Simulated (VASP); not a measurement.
# LiBe24 in VASP: relaxation of the atoms with LDA

Aim: the relaxation of the atoms of LiBe24 with LDA.

Everything below comes from runs of VASP 6.6.1. Logs are shortened: lines on timing, memory, paths and dates and some standing lists are left out, and cuts for length are marked.

### Step 1. The cell of the first run

The cell holds a slab with vacuum, 25 atoms: a = 4.452 Å, b = 7.033 Å, c = 19.800 Å, α = 90.00°, β = 90.00°, γ = 90.00°.

### Step 2. Relaxation of the atoms, LDA

Contents of INCAR:

```
  ALGO = Normal
  DIPOL = 0.5 0.5 0.321
  EDIFF = 1E-7
  EDIFFG = -0.025
  ENCUT = 520
  GGA = CA
  IBRION = 2
  IDIPOL = 3
  ISIF = 2
  ISMEAR = 0
  KPAR = 4
  LASPH = True
  LCHARG = False
  LDIPOL = True
  LREAL = Auto
  LWAVE = False
  NELM = 80
  NSW = 36
  PREC = Accurate
  SIGMA = 0.1
```

Contents of KPOINTS:

```
k-points
0
Gamma
  6 4 1
```

Contents of POSCAR:

```
LiBe24
1.0
    4.4524297775      0.0000000000      0.0000000000
    0.0000000000      7.0331519566      0.0000000000
    0.0000000000      0.0000000000     19.7998741761
Be Li
24 1
Selective dynamics
Direct
    0.0000000000      0.3750000000      0.2020214858  F F F
    0.0000000000      0.8750000000      0.2020214858  F F F
    0.5000000000      0.3750000000      0.2020214858  F F F
    0.5000000000      0.8750000000      0.2020214858  F F F
    0.2500000000      0.1250000000      0.2344789084  F F F
    0.2500000000      0.6250000000      0.2344789084  F F F
    0.7500000000      0.1250000000      0.2344789084  F F F
    0.7500000000      0.6250000000      0.2344789084  F F F
    0.2500000000      0.3750000000      0.2993937535  F F F
    0.2500000000      0.8750000000      0.2993937535  F F F
    0.7500000000      0.3750000000      0.2993937535  F F F
    0.7500000000      0.8750000000      0.2993937535  F F F
    0.0000000000      0.1250000000      0.3261495638  F F F
    0.0000000000      0.6250000000      0.3261495638  F F F
    0.5000000000      0.1250000000      0.3261495638  F F F
    0.5000000000      0.6250000000      0.3261495638  F F F
    0.0000000000      0.3750000000      0.3969669031  F F F
    0.0000000000      0.8750000000      0.3969669031  F F F
    0.5000000000      0.3750000000      0.3969669031  F F F
    0.5000000000      0.8750000000      0.3969669031  F F F
    0.2500000000      0.1250000000      0.4191882283  F F F
    0.2500000000      0.6250000000      0.4191882283  F F F
    0.7500000000      0.1250000000      0.4191882283  F F F
    0.7500000000      0.6250000000      0.4191882283  F F F
    0.2500000000      0.2500000000      0.5186085991  F F T
```

Potentials or basis: VASP PAW LDA potentials, release 64 (Be, Li_sv).

On the command line:

```console
cat potpaw_LDA.64/Be/POTCAR potpaw_LDA.64/Li_sv/POTCAR > POTCAR
mpirun -np 4 vasp_std > vasp.out
```

OUTCAR:

```text
EDIFF = 1E-7
   EDIFFG = -0.025
   ENCUT = 520
   GGA = CA
   IBRION = 2
   ISIF = 2
   ISMEAR = 0
   LASPH = True
   LREAL = Auto
   NELM = 80
   NSW = 36
   PREC = Accurate

 ion  position               nearest neighbor table
   1  0.000  0.375  0.202-   5 2.18   6 2.18   7 2.18   8 2.18   3 2.23   3 2.23  11 2.23   9 2.23

   2  0.000  0.875  0.202-   5 2.18   6 2.18   7 2.18   8 2.18   4 2.23   4 2.23  12 2.23  10 2.23

   3  0.500  0.375  0.202-   5 2.18   6 2.18   7 2.18   8 2.18   1 2.23   1 2.23  11 2.23   9 2.23
[... 39 lines left out ...]
  23  0.750  0.125  0.419-  17 2.13  18 2.13  19 2.13  20 2.13  13 2.15  15 2.15  21 2.23  21 2.23

  24  0.750  0.625  0.419-  17 2.13  18 2.13  19 2.13  20 2.13  14 2.15  16 2.15  22 2.23  22 2.23

  25  0.250  0.250  0.519-  21 2.16

  LATTYP: Found a simple orthorhombic cell.
 ALAT       =     4.4524297775
 B/A-ratio  =     1.5796210851
 C/A-ratio  =     4.4469817977

  Lattice vectors:

 A1 = (   4.4524297775,   0.0000000000,   0.0000000000)
 A2 = (   0.0000000000,   7.0331519566,   0.0000000000)
 A3 = (   0.0000000000,   0.0000000000,  19.7998741761)

Analysis of symmetry for initial positions (statically):
=====================================================================
 Subroutine PRICEL returns:
 Original cell was already a primitive cell.

 Routine SETGRP: Setting up the symmetry group for a
 simple orthorhombic supercell.

 Subroutine GETGRP returns: Found  2 space group operations
 (whereof  1 operations were pure point group operations)
 out of a pool of  8 trial point group operations.

The static configuration has the point symmetry C_1 .
 The point group associated with its full space group is C_1h.

Analysis of symmetry for dynamics (positions and initial velocities):
=====================================================================
 Subroutine PRICEL returns:
 Original cell was already a primitive cell.

 Routine SETGRP: Setting up the symmetry group for a
 simple orthorhombic supercell.

 Subroutine GETGRP returns: Found  2 space group operations
 (whereof  1 operations were pure point group operations)
 out of a pool of  8 trial point group operations.

The dynamic configuration has the point symmetry C_1 .
 The point group associated with its full space group is C_1h.

Analysis of constrained symmetry for selective dynamics:
=====================================================================
 Subroutine PRICEL returns:
 Original cell was already a primitive cell.

 Routine SETGRP: Setting up the symmetry group for a
 simple orthorhombic supercell.

 Subroutine GETGRP returns: Found  2 space group operations
 (whereof  1 operations were pure point group operations)
 out of a pool of  8 trial point group operations.

The constrained configuration has the point symmetry C_1 .
 The point group associated with its full space group is C_1h.

 Subroutine INISYM returns: Found  2 space group operations
 (whereof  1 operations are pure point group operations),
 and found     1 'primitive' translations

----------------------------------------------------------------------------------------

                                     Primitive cell

  volume of cell :     620.0254

  direct lattice vectors                    reciprocal lattice vectors
     4.452429777  0.000000000  0.000000000     0.224596468  0.000000000  0.000000000
     0.000000000  7.033151957  0.000000000     0.000000000  0.142183761  0.000000000
     0.000000000  0.000000000 19.799874176     0.000000000  0.000000000  0.050505371

  length of vectors
     4.452429777  7.033151957 19.799874176     0.224596468  0.142183761  0.050505371

  position of ions in fractional coordinates (direct lattice)
     0.000000000  0.375000000  0.202021486
     0.000000000  0.875000000  0.202021486
     0.500000000  0.375000000  0.202021486
     0.500000000  0.875000000  0.202021486
     0.250000000  0.125000000  0.234478908
     0.250000000  0.625000000  0.234478908
[... 17 lines left out ...]
     0.750000000  0.625000000  0.419188228
     0.250000000  0.250000000  0.518608599

  ion indices of the primitive-cell ions
   primitive index   ion index
                 1           1
                 2           2
                 3           3
                 4           4
                 5           5
                 6           6
[... 17 lines left out ...]
                24          24
                25          25

----------------------------------------------------------------------------------------

 KPOINTS: k-points

Automatic generation of k-mesh.
 Grid dimensions read from file:
 generate k-points for:    6    4    1

 Generating k-lattice:

  Cartesian coordinates                     Fractional coordinates (reciprocal lattice)
     0.037432745  0.000000000  0.000000000     0.166666667  0.000000000  0.000000000
     0.000000000  0.035545940  0.000000000     0.000000000  0.250000000  0.000000000
     0.000000000  0.000000000  0.050505371     0.000000000  0.000000000  1.000000000

  Length of vectors
     0.037432745  0.035545940  0.050505371

  Shift w.r.t. Gamma in fractional coordinates (k-lattice)
     0.000000000  0.000000000  0.000000000

 Subroutine IBZKPT returns following result:
 ===========================================

 Found     12 irreducible k-points:

 Following reciprocal coordinates:
            Coordinates               Weight
  0.000000  0.000000  0.000000      1.000000
  0.166667  0.000000  0.000000      2.000000
  0.333333  0.000000  0.000000      2.000000
  0.500000  0.000000  0.000000      1.000000
  0.000000  0.250000  0.000000      2.000000
  0.166667  0.250000  0.000000      4.000000
  0.333333  0.250000  0.000000      4.000000
  0.500000  0.250000  0.000000      2.000000
  0.000000  0.500000  0.000000      1.000000
  0.166667  0.500000  0.000000      2.000000
  0.333333  0.500000  0.000000      2.000000
  0.500000  0.500000  0.000000      1.000000
   k-points           NKPTS =     12   k-points in BZ     NKDIM =     12   number of bands    NBANDS=     38
   number of dos      NEDOS =    301   number of ions     NIONS =     25
   total plane-waves  NPLWV = 291600
   dimension x,y,z NGX =    36 NGY =   54 NGZ =  150
   dimension x,y,z NGXF=    72 NGYF=  108 NGZF=  300
   ions per type =              24   1
   NGX,Y,Z   is equivalent  to a cutoff of  13.44, 12.76, 12.59 a.u.
   NGXF,Y,Z  is equivalent  to a cutoff of  26.88, 25.53, 25.19 a.u.
 SYSTEM =  unknown system
   PREC   = accura    normal or accurate (medium, high low for compatibility)
   ISTART =      0    job   : 0-new  1-cont  2-samecut
   ICHARG =      2    charge: 1-file 2-atom 10-const
   ISPIN  =      1    spin polarized calculation?
   LNONCOLLINEAR =      F non collinear calculations
   LSORBIT =      F    spin-orbit coupling
   LASPH  =      T    aspherical Exc in radial PAW
   ENCUT  =  520.0 eV  38.22 Ry    6.18 a.u.   8.28 13.08 36.81*2*pi/ulx,y,z
   NELM   =     80;   NELMIN=  2; NELMDL= -5     # of ELM steps
   EDIFF  = 0.1E-06   stopping-criterion for ELM
   LREAL  =      T    real-space projection
   EDIFFG = -.3E-01   stopping-criterion for IOM
   NSW    =     36    number of steps for IOM
   IBRION =      2    ionic relax: 0-MD 1-quasi-New 2-CG
   NFREE  =      1    steps in history (QN), initial steepest desc. (CG)
   ISIF   =      2    stress and relaxation
   ISYM   =      2    0-nonsym 1-usesym 2-fastsym
   POTIM  = 0.5000    time-step for ionic-motion
   TEBEG  =    0.0;   TEEND  =   0.0 temperature during run
   PSTRESS=    0.0 pullay stress
   NELECT =      51.0000    total number of electrons
   NUPDOWN=      -1.0000    fix difference up-down
   EMIN   =  10.00;   EMAX   =-10.00  energy-range for DOS
   EFERMI =   0.00;   METHOD = LEGACY
   ISMEAR =     0;   SIGMA  =   0.10  broadening in eV -4-tet -1-fermi 0-gaus
   EFERMI_NEDOS =   21; number of points for ismear=-14 and -15
   IALGO  =     38    algorithm
   IMIX   =      4    mixing-type and parameters
     AMIX     =   0.40;   BMIX     =  1.00
     AMIX_MAG =   1.60;   BMIX_MAG =  1.00
  volume/ion in A,a.u.               =      24.80       167.37
  Fermi-wavevector in a.u.,A,eV,Ry     =   0.711970  1.345428  6.896811  0.506901
  Thomas-Fermi vector in A             =   1.799222
   LORBIT       =      0    0 simple, 1 ext, 2 COOP (PROOUT), +10 PAW based schemes
   GGA     = CA    functional components
   LHFCALC =     F    Hartree Fock is set to
   AEXX    =    0.0000 exact exchange contribution
   IVDW    =     0    specifies the selected vdW correction
   LEPSILON=     F    determine dielectric tensor
   LRPA    =     F    only Hartree local field effects (RPA)
 conjugate gradient relaxation of ions
 non-spin polarized calculation
 Gauss-broadening in eV      SIGMA  =   0.10
  energy-cutoff  :      520.00
  volume of cell :      620.03
 maximum number of plane-waves:     16734
 NGX is ok and might be reduce to    36
   NGX = 17   NGY = 27   NGZ = 73

--------------------------------------- Ionic step        1  -------------------------------------------

 number of electron      51.0000000 magnetization

 Free energy of the ion-electron system (eV)
  ---------------------------------------------------
  ext. energy  EPLUGINS =         0.00000000
  ---------------------------------------------------
  free energy    TOTEN  =       -95.20076737 eV

  energy without entropy =      -95.17047956  energy(sigma->0) =      -95.18562347

------------------------ aborting loop because EDIFF is reached ----------------------------------------

  FORCE on cell =-STRESS in cart. coord.  units (eV):
  Direction    XX          YY          ZZ          XY          YZ          ZX
  --------------------------------------------------------------------------------------
  -------------------------------------------------------------------------------------
  Total       -0.7839578     -2.6154500     -2.1126249      0.0000000      1.1831915      0.0000000
  in kB       -2.0257869     -6.7584561     -5.4591304      0.0000000      3.0574272      0.0000000
  external PRESSURE =      -4.7477911 kB  Pullay stress =       0.0000000 kB
[... 223 lines left out ...]
--------------------------------------- Ionic step        5  -------------------------------------------

 number of electron      50.9999998 magnetization

 dipolmoment           0.000000      0.000000     -0.458296 electrons x Angstroem

 Free energy of the ion-electron system (eV)
  ---------------------------------------------------
  ext. energy  EPLUGINS =         0.00000000
  ---------------------------------------------------
  free energy    TOTEN  =       -95.20824586 eV

  energy without entropy =      -95.17810523  energy(sigma->0) =      -95.19317554

 E-fermi :  -0.2769     XC(G=0):  -4.4076

 val. band max:       -0.2803046599   @ k =   0.3333   0.2500   0.0000
 cond. band min:      -0.2076847526   @ k =   0.5000   0.2500   0.0000
 fundamental gap:      0.0726199073
 Fermi energy:        -0.2769164777

 k-point     1 :       0.0000    0.0000    0.0000
  band No.  band energies     occupation
      1     -47.5239      2.00000
      2     -10.6930      2.00000
      3      -8.6192      2.00000
      4      -8.5622      2.00000
      5      -8.5365      2.00000
      6      -6.4843      2.00000
[... 469 lines left out ...]
     36       3.6143      0.00000
     37       3.9342      0.00000
 [bands above 37 left out]

------------------------ aborting loop because EDIFF is reached ----------------------------------------

 vacuum level on the upper side and lower side of the slab       (xc-potential included)        -1.435         1.192

  FORCE on cell =-STRESS in cart. coord.  units (eV):
  Direction    XX          YY          ZZ          XY          YZ          ZX
  --------------------------------------------------------------------------------------
  -------------------------------------------------------------------------------------
  Total       -0.8802128     -2.5955609     -1.5810765      0.0000000      1.3446182      0.0000000
  in kB       -2.2745147     -6.7070616     -4.0855821      0.0000000      3.4745620      0.0000000
  external PRESSURE =      -4.3557195 kB  Pullay stress =       0.0000000 kB
[... 40 lines left out ...]
  FREE ENERGIE OF THE ION-ELECTRON SYSTEM (eV)
  ---------------------------------------------------
  free  energy   TOTEN  =       -95.2082458606 eV

  energy  without entropy=      -95.1781052257  energy(sigma->0) =      -95.19317554

 reached required accuracy - stopping structural energy minimisation

 vacuum level on the upper side and lower side of the slab         1.431         4.131
```

Run time: 10 min. Hardware: 4 MPI ranks of Intel Xeon Platinum 8259CL at 2.50GHz (Skylake/Cascade Lake), shared host; peak memory 0.6 GiB.

Results:

```yaml
Free_energy: -95.2082 eV
Energy_gained_by_relaxing: 0.3 meV/atom
Ionic_steps: 5
Band_gap_on_the_k_mesh: zero (an odd number of electrons rules out a gap without spin polarisation)
```

Step by step:
| step | energy change (eV) | largest force on free atoms (eV/Å) | pressure (GPa) |
| --- | --- | --- | --- |
| 1 | 0.0000 | 0.2497 | -0.47 |
| 2 | -0.0028 | 0.2002 | -0.47 |
| 3 | -0.0061 | 0.1049 | -0.45 |
| 4 | -0.0067 | 0.0830 | -0.42 |
| 5 | -0.0075 | 0.0033 | -0.44 |

Final structure:
```yaml
crystal:
  lattice:
    - [4.45243, 0.00000, 0.00000]
    - [0.00000, 7.03315, 0.00000]
    - [0.00000, 0.00000, 19.79987]
  atoms:
    - { symbol: Be, position: [0.00000, 0.37500, 0.20202] }
    - { symbol: Be, position: [0.00000, 0.87500, 0.20202] }
    - { symbol: Be, position: [0.50000, 0.37500, 0.20202] }
    - { symbol: Be, position: [0.50000, 0.87500, 0.20202] }
    - { symbol: Be, position: [0.25000, 0.12500, 0.23448] }
    - { symbol: Be, position: [0.25000, 0.62500, 0.23448] }
    - { symbol: Be, position: [0.75000, 0.12500, 0.23448] }
    - { symbol: Be, position: [0.75000, 0.62500, 0.23448] }
    - { symbol: Be, position: [0.25000, 0.37500, 0.29939] }
    - { symbol: Be, position: [0.25000, 0.87500, 0.29939] }
    - { symbol: Be, position: [0.75000, 0.37500, 0.29939] }
    - { symbol: Be, position: [0.75000, 0.87500, 0.29939] }
    - { symbol: Be, position: [0.00000, 0.12500, 0.32615] }
    - { symbol: Be, position: [0.00000, 0.62500, 0.32615] }
    - { symbol: Be, position: [0.50000, 0.12500, 0.32615] }
    - { symbol: Be, position: [0.50000, 0.62500, 0.32615] }
    - { symbol: Be, position: [0.00000, 0.37500, 0.39697] }
    - { symbol: Be, position: [0.00000, 0.87500, 0.39697] }
    - { symbol: Be, position: [0.50000, 0.37500, 0.39697] }
    - { symbol: Be, position: [0.50000, 0.87500, 0.39697] }
    - { symbol: Be, position: [0.25000, 0.12500, 0.41919] }
    - { symbol: Be, position: [0.25000, 0.62500, 0.41919] }
    - { symbol: Be, position: [0.75000, 0.12500, 0.41919] }
    - { symbol: Be, position: [0.75000, 0.62500, 0.41919] }
    - { symbol: Li, position: [0.25000, 0.25000, 0.51564] }
```

Caveat: the cutoff is under 1.25 times the usual one of these potentials, so pressure, stress and relaxed cells hold a basis-set (Pulay) error.
